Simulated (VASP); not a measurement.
Runs of VASP 6.6.1 on Cd. The structure is that of space group Fm-3m (No. 225), or close to it. The cells are those of the table. 

```csv
task,cell,k mesh,cutoff (eV),gap on the mesh (eV),pressure (GPa)
single point,"a = 3.270 Å, angles 60.0°, 1 atom",20 × 20 × 20,520,none,-2.5
single point,"a = 3.310 Å, angles 60.0°, 1 atom",20 × 20 × 20,520,none,-3.3
relaxation of cell and atoms,"relaxed from a = 3.125 Å, angles 60.0°, 1 atom",12 × 12 × 12,600,none,0.0
single point,"a = 3.187 Å, angles 60.0°, 1 atom",12 × 12 × 12,520,none,(a)
single point,"a = 3.100 Å, angles 60.0°, 1 atom",20 × 20 × 20,520,none,4.6
```

Alike in all rows: level PBE; potentials or basis VASP PAW PBE potentials, release 64 (Cd); no spin polarisation; smearing fermi-dirac 0.1 eV.

Fill in the values left out.

(a) 0.2.

A k mesh can miss the band edges, and the runs leave out spin-orbit coupling on Cd.

A gap of «none» marks levels without a gap at the run's occupations.
